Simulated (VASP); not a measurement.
Runs of VASP 6.6.1 on Ti. The structure is that of space group Im-3m (No. 229), or close to it. The cells are those of the table. 

```tsv
cell	k mesh	gap on the mesh (eV)	pressure (GPa)	moment (μB)
a = 2.892 Å, angles 109.5°, 1 atom	15 × 15 × 15	none	-7.3	0.00
a = 2.776 Å, angles 109.5°, 1 atom	15 × 15 × 15	none	5.6	(b)
a = 2.964 Å, angles 109.5°, 1 atom	15 × 15 × 15	none	-12.8	0.00
a = 2.735 Å, angles 109.5°, 1 atom	15 × 15 × 15	none	11.7	(a)
a = 2.854 Å, angles 109.5°, 1 atom	15 × 15 × 15	none	-3.7	0.00
a = 2.854 Å, angles 109.5°, 1 atom	13 × 13 × 13	none	-3.8	0.00
a = 2.816 Å, angles 109.5°, 1 atom	15 × 15 × 15	none	0.6	0.00
a = 2.928 Å, angles 109.5°, 1 atom	15 × 15 × 15	none	-6.5	1.53
```

Alike in all rows: task single point; level r2SCAN; potentials or basis VASP PAW PBE potentials, release 64 (Ti_sv); spin collinear, ferromagnetic start; cutoff (eV) 520; smearing fermi-dirac 0.05 eV.

Task: Fill in the values left out.

Result: (a) 0.01; (b) 0.04.

Caveats: the PAW data sets were made with another functional, which shifts forces and pressure a little.

A gap of «none» marks levels without a gap at the run's occupations.
